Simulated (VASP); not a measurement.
The system is HfO2.

```xyz
6
Lattice="3.5580 0.0000 0.0000 0.0000 3.5580 0.0000 0.0000 0.0000 5.1719" Properties=species:S:1:pos:R:3 pbc="T T T"
Hf    1.7790    1.7790    2.5859
Hf    0.0000    0.0000    0.0000
O     0.0000    1.7790    3.6059
O     1.7790    0.0000    4.1519
O     1.7790    0.0000    1.5660
O     0.0000    1.7790    1.0199
```

* Program: VASP 6.6.1
* Task: relaxation of cell and atoms
* Functional: LDA
* Potentials or basis: VASP PAW LDA potentials, release 64 (Hf_pv, O)
* Cutoff: 600 eV
* k mesh: 7 × 7 × 5
* Occupations: gaussian, width 0.01 eV
* Spin: no spin polarisation

At the start: pressure -7.7 GPa; volume 10.91 Å³/atom.

Q: How do energy, volume and symmetry change on relaxing?

A: Over 12 steps the energy falls by 10.7 meV/atom and the volume is 10.50 Å³/atom (-3.8 %); space group P4_2/nmc (No. 137, to 0.1 Å) before and after.

Step by step:
```
step  energy change (eV)  largest force (eV/Å)  pressure (GPa)  volume (Å³)
   1              0.0000                0.0002           -7.71        65.47
   2              0.0821                0.4870           14.59        60.62
   3             -0.0470                0.1726           -0.02        63.60
   4             -0.0526                0.1482           -0.12        63.48
   5             -0.0585                0.1076           -0.07        63.26
   6             -0.0530                0.0436            0.29        62.81
   7             -0.0592                0.0906            0.02        63.14
   8             -0.0628                0.0463           -0.01        63.06
   9             -0.0640                0.0019           -0.01        62.96
  10             -0.0640                0.0027           -0.02        62.98
  11             -0.0640                0.0039            0.00        62.98
  12             -0.0640                0.0019           -0.02        62.97
```

Final structure:
```
Hf O
1.0
     3.52367    0.00000    0.00000
     0.00000    3.52367    0.00000
     0.00000    0.00000    5.07176
Hf O
2 4
Direct
  0.50000 0.50000 0.50000
  0.00000 0.00000 0.00000
  0.00000 0.50000 0.70598
  0.50000 0.00000 0.79402
  0.50000 0.00000 0.29402
  0.00000 0.50000 0.20598
```
